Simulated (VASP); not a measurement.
# Al2Pt (Fm-3m) in VASP: a series of runs

Al2Pt is run at these levels: PBE; tasks: relaxation of cell and atoms.

All numbers are computed with VASP 6.6.1; they aren't measurements. Logs are shortened: lines on timing, memory, paths and dates and some standing lists are left out, and cuts for length are marked.

### 1 The cell of the first run

Symmetry: Fm-3m, No. 225, cubic system. The conventional cell has a = 5.910 Å, b = 5.910 Å, c = 5.910 Å, α = 90.00°, β = 90.00°, γ = 90.00°. Pt (site symmetry m-3m) has 8 Al at 2.56 Å within 3.4 Å. Within 3.4 Å of Al (site symmetry -43m) lie 4 Pt at 2.56 Å and 6 Al at 2.96 Å.

### 2 Relaxation of cell and atoms, PBE, target pressure 10 GPa, at which the enthalpy is minimised

INCAR

```
SYSTEM = Al2Pt
  ALGO = Fast
  EDIFF = 1E-6
  EDIFFG = -0.01
  ENCUT = 600
  GGA = PE
  IBRION = 2
  ISIF = 3
  ISMEAR = -1
  LASPH = .True.
  LCHARG = .False.
  LREAL = .False.
  LWAVE = .False.
  NELM = 80
  NSW = 60
  PREC = Accurate
  PSTRESS = 100.0
  SIGMA = 0.05
```

KPOINTS

```
k-points
0
Gamma
  8 8 8
  0 0 0
```

POSCAR

```
Al2Pt
1.0
    0.0000000000      2.9550000000      2.9550000000
    2.9550000000      0.0000000000      2.9550000000
    2.9550000000      2.9550000000      0.0000000000
Pt Al
1 2
Direct
    0.0000000000      0.0000000000      0.0000000000
    0.7500000000      0.7500000000      0.7500000000
    0.2500000000      0.2500000000      0.2500000000
```

Potentials or basis: VASP PAW PBE potentials, release 64 (Pt, Al).

On the command line:

```sh
$ cat potpaw_PBE.64/Pt/POTCAR potpaw_PBE.64/Al/POTCAR > POTCAR
$ mpirun -np 1 vasp_std > vasp.out
```

OUTCAR:

```text
SYSTEM = Al2Pt
   EDIFF = 1E-6
   EDIFFG = -0.01
   ENCUT = 600
   GGA = PE
   IBRION = 2
   ISIF = 3
   ISMEAR = -1
   LASPH = .True.
   LREAL = .False.
   NELM = 80
   NSW = 60
   PREC = Accurate
   PSTRESS = 100.0

 ion  position               nearest neighbor table
   1  0.000  0.000  0.000-   2 2.56   2 2.56   2 2.56   2 2.56   3 2.56   3 2.56   3 2.56   3 2.56

   2  0.750  0.750  0.750-   1 2.56   1 2.56   1 2.56   1 2.56   3 2.96   3 2.96   3 2.96   3 2.96
                             3 2.96   3 2.96
   3  0.250  0.250  0.250-   1 2.56   1 2.56   1 2.56   1 2.56   2 2.96   2 2.96   2 2.96   2 2.96
                             2 2.96   2 2.96

  LATTYP: Found a face centered cubic cell.
 ALAT       =     5.9100000000

  Lattice vectors:

 A1 = (   0.0000000000,   2.9550000000,   2.9550000000)
 A2 = (   2.9550000000,   0.0000000000,   2.9550000000)
 A3 = (   2.9550000000,   2.9550000000,   0.0000000000)

Analysis of symmetry for initial positions (statically):
=====================================================================
 Subroutine PRICEL returns:
 Original cell was already a primitive cell.

 Routine SETGRP: Setting up the symmetry group for a
 face centered cubic supercell.

 Subroutine GETGRP returns: Found 48 space group operations
 (whereof 48 operations were pure point group operations)
 out of a pool of 48 trial point group operations.

The static configuration has the point symmetry O_h .

Analysis of symmetry for dynamics (positions and initial velocities):
=====================================================================
 Subroutine PRICEL returns:
 Original cell was already a primitive cell.

 Routine SETGRP: Setting up the symmetry group for a
 face centered cubic supercell.

 Subroutine GETGRP returns: Found 48 space group operations
 (whereof 48 operations were pure point group operations)
 out of a pool of 48 trial point group operations.

The dynamic configuration has the point symmetry O_h .

 Subroutine INISYM returns: Found 48 space group operations
 (whereof 48 operations are pure point group operations),
 and found     1 'primitive' translations

----------------------------------------------------------------------------------------

                                     Primitive cell

[... 107 lines left out ...]
   ISMEAR =    -1;   SIGMA  =   0.05  broadening in eV -4-tet -1-fermi 0-gaus
   EFERMI_NEDOS =   21; number of points for ismear=-14 and -15
   IALGO  =     68    algorithm
   IMIX   =      4    mixing-type and parameters
     AMIX     =   0.40;   BMIX     =  1.00
     AMIX_MAG =   1.60;   BMIX_MAG =  1.00
  volume/ion in A,a.u.               =      17.20       116.09
  Fermi-wavevector in a.u.,A,eV,Ry     =   1.108019  2.093853 16.703966  1.227707
  Thomas-Fermi vector in A             =   2.244541
   LORBIT       =      0    0 simple, 1 ext, 2 COOP (PROOUT), +10 PAW based schemes
   GGA     = PE    functional components
   LHFCALC =     F    Hartree Fock is set to
   AEXX    =    0.0000 exact exchange contribution
   IVDW    =     0    specifies the selected vdW correction
   LEPSILON=     F    determine dielectric tensor
   LRPA    =     F    only Hartree local field effects (RPA)
 conjugate gradient relaxation of ions
 non-spin polarized calculation
 RMM-DIIS sequential band-by-band and
  energy-cutoff  :      600.00
  volume of cell :       51.61
 maximum number of plane-waves:      1759
 NGX is ok and might be reduce to    36
   NGX = 17   NGY = 17   NGZ = 17

--------------------------------------- Ionic step        1  -------------------------------------------

 number of electron      16.0000001 magnetization

 Free energy of the ion-electron system (eV)
  ---------------------------------------------------
  ext. energy  EPLUGINS =         0.00000000
  ---------------------------------------------------
  free energy    TOTEN  =       -16.23849829 eV

  energy without entropy =      -16.22595553  energy(sigma->0) =      -16.23222691

------------------------ aborting loop because EDIFF is reached ----------------------------------------

  FORCE on cell =-STRESS in cart. coord.  units (eV):
  Direction    XX          YY          ZZ          XY          YZ          ZX
  --------------------------------------------------------------------------------------
  -------------------------------------------------------------------------------------
  Total        0.7583295      0.7583295      0.7583295      0.0000000      0.0000000     -0.0000000
  in kB       23.5432318     23.5432318     23.5432318      0.0000000      0.0000000     -0.0000000
  external PRESSURE =     -76.4567682 kB  Pullay stress =     100.0000000 kB
[... 104 lines left out ...]
--------------------------------------- Ionic step        4  -------------------------------------------

 number of electron      15.9999999 magnetization

 Free energy of the ion-electron system (eV)
  ---------------------------------------------------
  ext. energy  EPLUGINS =         0.00000000
  ---------------------------------------------------
  free energy    TOTEN  =       -16.14577293 eV

  energy without entropy =      -16.13378175  energy(sigma->0) =      -16.13977734

 E-fermi :   8.4721     XC(G=0): -10.9182

 val. band max:        8.4137648079   @ k =   0.3750   0.2500   0.0000
 cond. band min:       8.5004173667   @ k =  -0.3750   0.1250   0.0000
 fundamental gap:      0.0866525587
 Fermi energy:         8.4721381064

 k-point     1 :       0.0000    0.0000    0.0000
  band No.  band energies     occupation
      1      -2.0888      2.00000
      2       3.1763      2.00000
      3       3.1763      2.00000
      4       3.1763      2.00000
      5       4.5885      2.00000
      6       4.5885      2.00000
      7      11.8280      0.00000
      8      12.3516      0.00000
      9      12.3516      0.00000
     10      12.3516      0.00000
     11      14.1884      0.00000
     12      14.1884      0.00000
[... 331 lines left out ...]
 k-point    24 :      -0.3750    0.2500    0.1250
  band No.  band energies     occupation
      1       0.9331      2.00000
      2       2.2074      2.00000
      3       3.3270      2.00000
      4       3.8599      2.00000
      5       4.1641      2.00000
      6       4.8199      2.00000
      7       5.1111      2.00000
      8       7.5096      2.00000
      9       8.6149      0.10875
     10      12.4818      0.00000
     11      13.9445      0.00000
     12      15.5419      0.00000

 [... further k-points ...]

------------------------ aborting loop because EDIFF is reached ----------------------------------------

  FORCE on cell =-STRESS in cart. coord.  units (eV):
  Direction    XX          YY          ZZ          XY          YZ          ZX
  --------------------------------------------------------------------------------------
  -------------------------------------------------------------------------------------
  Total        3.0603168      3.0603168      3.0603168      0.0000000      0.0000000      0.0000000
  in kB       99.7887931     99.7887931     99.7887931      0.0000000      0.0000000      0.0000000
  external PRESSURE =      -0.2112069 kB  Pullay stress =     100.0000000 kB
[... 22 lines left out ...]
  energy  without entropy=      -16.1337817496  energy(sigma->0) =      -16.13977734

  enthalpy is  TOTEN    =       -13.0789788818 eV   P V=        3.0667940486

 reached required accuracy - stopping structural energy minimisation
```

CONTCAR:

```text
Al2Pt
   1.00000000000000
     0.0000000000000000    2.9070671672164337    2.9070671672164337
     2.9070671672164337    0.0000000000000000    2.9070671672164337
     2.9070671672164337    2.9070671672164337    0.0000000000000000
  Pt              Al
     1     2
Direct
     1.0000000000000000    1.0000000000000000    0.0000000000000000
     0.7500000000000000    0.7500000000000000    0.7500000000000000
     0.2500000000000000    0.2500000000000000    0.2500000000000000

  0.00000000E+00  0.00000000E+00  0.00000000E+00
  0.00000000E+00  0.00000000E+00  0.00000000E+00
  0.00000000E+00  0.00000000E+00  0.00000000E+00
```

Run time: 3.5 min. Hardware: 1 thread of AMD EPYC 7R13, shared host; peak memory 0.2 GiB.

What came out:

- Free energy: -16.1458 eV
- Relaxed volume: 16.38 Å³/atom
- Relaxed cell: a = 4.111 Å, b = 4.111 Å, c = 4.111 Å, α = 60.00°, β = 60.00°, γ = 60.00°
- Space group after relaxing (to 0.05 Å): Fm-3m (No. 225)
- Energy change on relaxing (the enthalpy is what falls): +30.9 meV/atom
- Ionic steps: 4
- Pressure after relaxing: 10.0 GPa
- Band gap on the k mesh: zero (band 8 reaches 12.35 eV, above the bottom of band 9 at 6.79 eV)

Step by step:
| step | energy change (eV) | largest force (eV/Å) | pressure (GPa) | volume (Å³) |
| --- | --- | --- | --- | --- |
| 1 | 0.0000 | 0.0000 | 2.35 | 51.61 |
| 2 | 0.4514 | 0.0000 | 24.46 | 45.71 |
| 3 | 0.0898 | 0.0000 | 9.86 | 49.18 |
| 4 | 0.0927 | 0.0000 | 9.98 | 49.14 |

Final structure:
```
Pt Al
1.0
     0.00000    2.90707    2.90707
     2.90707    0.00000    2.90707
     2.90707    2.90707    0.00000
Pt Al
1 2
Direct
  0.00000 0.00000 0.00000
  0.75000 0.75000 0.75000
  0.25000 0.25000 0.25000
```

Levels at points of the mesh, in eV from the Fermi level:
```
           k point  band 5  band 6  band 7  band 8  band 9  band 10  band 11  band 12
(0.00, 0.00, 0.00)   -3.88   -3.88    3.36    3.88    3.88     3.88     5.72     5.72
(0.50, 0.00, 0.00)   -3.84   -3.64   -3.64    1.04    1.04     3.89     5.39     5.39
(0.50, 0.50, 0.00)   -3.95   -3.55   -3.34   -1.68   -1.68     3.48     3.51     8.11
```

Caveat: the cell is relaxed towards a set pressure, so the enthalpy falls and the energy may rise; spin-orbit coupling is left out, which moves the levels of the heavy elements.

### 3 Relaxation of cell and atoms, PBE, target pressure 20 GPa, at which the enthalpy is minimised

INCAR

```
SYSTEM = Al2Pt
PREC = Accurate
ENCUT = 600
EDIFF = 1E-7
ISMEAR = -1
SIGMA = 0.05
LREAL = .False.
LASPH = .True.
NELM = 100
ALGO = Normal
ISIF = 3
LWAVE = .False.
LCHARG = .False.
GGA = PE
IBRION = 2
NSW = 60
EDIFFG = -0.01
PSTRESS = 200.0
```

KPOINTS

```
Automatic mesh
0
Gamma
  8 8 8
  0 0 0
```

POSCAR is that of step 2.

Potentials or basis: VASP PAW PBE potentials, release 64 (Pt, Al).

On the command line:

```sh
$ cat potpaw_PBE.64/Pt/POTCAR potpaw_PBE.64/Al/POTCAR > POTCAR
$ mpirun -np 1 vasp_std > vasp.out
```

OUTCAR:

```text
SYSTEM = Al2Pt
   PREC = Accurate
   ENCUT = 600
   EDIFF = 1E-7
   ISMEAR = -1
   LREAL = .False.
   LASPH = .True.
   NELM = 100
   ISIF = 3
   GGA = PE
   IBRION = 2
   NSW = 60
   EDIFFG = -0.01
   PSTRESS = 200.0

 ion  position               nearest neighbor table
   1  0.000  0.000  0.000-   2 2.56   2 2.56   2 2.56   2 2.56   3 2.56   3 2.56   3 2.56   3 2.56

   2  0.750  0.750  0.750-   1 2.56   1 2.56   1 2.56   1 2.56   3 2.96   3 2.96   3 2.96   3 2.96
                             3 2.96   3 2.96
   3  0.250  0.250  0.250-   1 2.56   1 2.56   1 2.56   1 2.56   2 2.96   2 2.96   2 2.96   2 2.96
                             2 2.96   2 2.96

  LATTYP: Found a face centered cubic cell.
 ALAT       =     5.9100000000

  Lattice vectors:

 A1 = (   0.0000000000,   2.9550000000,   2.9550000000)
 A2 = (   2.9550000000,   0.0000000000,   2.9550000000)
 A3 = (   2.9550000000,   2.9550000000,   0.0000000000)

Analysis of symmetry for initial positions (statically):
=====================================================================
 Subroutine PRICEL returns:
 Original cell was already a primitive cell.

 Routine SETGRP: Setting up the symmetry group for a
 face centered cubic supercell.

 Subroutine GETGRP returns: Found 48 space group operations
 (whereof 48 operations were pure point group operations)
 out of a pool of 48 trial point group operations.

The static configuration has the point symmetry O_h .

Analysis of symmetry for dynamics (positions and initial velocities):
=====================================================================
 Subroutine PRICEL returns:
 Original cell was already a primitive cell.

 Routine SETGRP: Setting up the symmetry group for a
 face centered cubic supercell.

 Subroutine GETGRP returns: Found 48 space group operations
 (whereof 48 operations were pure point group operations)
 out of a pool of 48 trial point group operations.

The dynamic configuration has the point symmetry O_h .

 Subroutine INISYM returns: Found 48 space group operations
 (whereof 48 operations are pure point group operations),
 and found     1 'primitive' translations

[... 130 lines left out ...]
  volume of cell :       51.61
 maximum number of plane-waves:      1759
 NGX is ok and might be reduce to    36
   NGX = 17   NGY = 17   NGZ = 17

--------------------------------------- Ionic step        1  -------------------------------------------

 number of electron      16.0000001 magnetization

 Free energy of the ion-electron system (eV)
  ---------------------------------------------------
  ext. energy  EPLUGINS =         0.00000000
  ---------------------------------------------------
  free energy    TOTEN  =       -16.23849808 eV

  energy without entropy =      -16.22595504  energy(sigma->0) =      -16.23222656

------------------------ aborting loop because EDIFF is reached ----------------------------------------

  FORCE on cell =-STRESS in cart. coord.  units (eV):
  Direction    XX          YY          ZZ          XY          YZ          ZX
  --------------------------------------------------------------------------------------
  -------------------------------------------------------------------------------------
  Total        0.7580746      0.7580746      0.7580746      0.0000000      0.0000000      0.0000000
  in kB       23.5353190     23.5353190     23.5353190      0.0000000      0.0000000      0.0000000
  external PRESSURE =    -176.4646810 kB  Pullay stress =     200.0000000 kB
[... 26 lines left out ...]
--------------------------------------- Ionic step        2  -------------------------------------------

 number of electron      16.0000000 magnetization

 E-fermi :  11.8822     XC(G=0): -12.0254

 val. band max:       11.7421369524   @ k =   0.3750   0.2500   0.1250
 cond. band min:      11.8864167897   @ k =  -0.3750   0.1250   0.0000
 fundamental gap:      0.1442798374
 Fermi energy:        11.8822160228

 k-point     1 :       0.0000    0.0000    0.0000
  band No.  band energies     occupation
      1      -0.6608      2.00000
      2       5.0192      2.00000
      3       5.0192      2.00000
      4       5.0192      2.00000
      5       6.6879      2.00000
      6       6.6879      2.00000
      7      15.7726      0.00000
      8      15.7726      0.00000
      9      15.7726      0.00000
     10      17.1712      0.00000
     11      19.3911      0.00000
     12      19.3911      0.00000
[... 539 lines left out ...]
--------------------------------------- Ionic step        7  -------------------------------------------

 number of electron      16.0000001 magnetization

 Free energy of the ion-electron system (eV)
  ---------------------------------------------------
  ext. energy  EPLUGINS =         0.00000000
  ---------------------------------------------------
  free energy    TOTEN  =       -15.91589031 eV

  energy without entropy =      -15.90434665  energy(sigma->0) =      -15.91011848

 E-fermi :   9.1453     XC(G=0): -11.1519

 val. band max:        9.1008356461   @ k =   0.3750   0.2500   0.0000
 cond. band min:       9.1717366103   @ k =  -0.3750   0.1250   0.0000
 fundamental gap:      0.0709009641
 Fermi energy:         9.1453309783

 k-point     1 :       0.0000    0.0000    0.0000
  band No.  band energies     occupation
      1      -1.8157      2.00000
      2       3.5415      2.00000
      3       3.5415      2.00000
      4       3.5415      2.00000
      5       5.0119      2.00000
      6       5.0119      2.00000
      7      12.9058      0.00000
      8      13.0458      0.00000
      9      13.0458      0.00000
     10      13.0458      0.00000
     11      15.1653      0.00000
     12      15.8769      0.00000
[... 379 lines left out ...]
  energy  without entropy=      -15.9043466538  energy(sigma->0) =      -15.91011848

  enthalpy is  TOTEN    =       -10.0932146440 eV   P V=        5.8226756684

 reached required accuracy - stopping structural energy minimisation
```

Run time: 5.3 min. Hardware: 1 thread of AMD EPYC 7R13, shared host; peak memory 0.19 GiB.

What came out:

* Free energy: -15.9159 eV
* Relaxed volume: 15.55 Å³/atom
* Relaxed cell: a = 4.041 Å, b = 4.041 Å, c = 4.041 Å, α = 60.00°, β = 60.00°, γ = 60.00°
* Space group after relaxing (to 0.05 Å): Fm-3m (No. 225)
* Energy change on relaxing (the enthalpy is what falls): +107.5 meV/atom
* Ionic steps: 7
* Pressure after relaxing: 20.0 GPa
* Band gap on the k mesh: zero (band 8 reaches 13.05 eV, above the bottom of band 9 at 7.35 eV)

The path:
| step | energy change (eV) | largest force (eV/Å) | pressure (GPa) | volume (Å³) |
| --- | --- | --- | --- | --- |
| 1 | 0.0000 | 0.0000 | 2.35 | 51.61 |
| 2 | 2.5229 | 0.0000 | 76.86 | 38.71 |
| 3 | 0.2883 | 0.0000 | 18.74 | 46.93 |
| 4 | 0.3158 | 0.0000 | 19.76 | 46.70 |
| 5 | 0.3276 | 0.0000 | 20.19 | 46.60 |
| 6 | 0.3139 | 0.0000 | 19.69 | 46.72 |
| 7 | 0.3226 | 0.0000 | 20.01 | 46.64 |

Final structure:
```cif
data_structure
_symmetry_space_group_name_H-M 'P 1'
_symmetry_Int_Tables_number 1
_cell_length_a 4.0405
_cell_length_b 4.0405
_cell_length_c 4.0405
_cell_angle_alpha 60.000
_cell_angle_beta 60.000
_cell_angle_gamma 60.000
_cell_volume 46.64
loop_
_atom_site_label
_atom_site_type_symbol
_atom_site_fract_x
_atom_site_fract_y
_atom_site_fract_z
_atom_site_occupancy
Pt1 Pt 0.00000 0.00000 0.00000 1
Al1 Al 0.75000 0.75000 0.75000 1
Al2 Al 0.25000 0.25000 0.25000 1
```

Levels at points of the mesh, in eV from the Fermi level:
| k point | band 5 | band 6 | band 7 | band 8 | band 9 | band 10 | band 11 | band 12 |
| --- | --- | --- | --- | --- | --- | --- | --- | --- |
| (0.00, 0.00, 0.00) | -4.13 | -4.13 | 3.76 | 3.90 | 3.90 | 3.90 | 6.02 | 6.73 |
| (0.50, 0.00, 0.00) | -4.03 | -3.86 | -3.86 | 1.03 | 1.03 | 3.97 | 5.61 | 5.61 |
| (0.50, 0.50, 0.00) | -4.17 | -3.73 | -3.53 | -1.79 | -1.79 | 3.55 | 3.89 | 8.11 |

Caveat: the cell is relaxed towards a set pressure, so the enthalpy falls and the energy may rise; spin-orbit coupling is left out, which moves the levels of the heavy elements.

(Continued in part 2 of 2.)
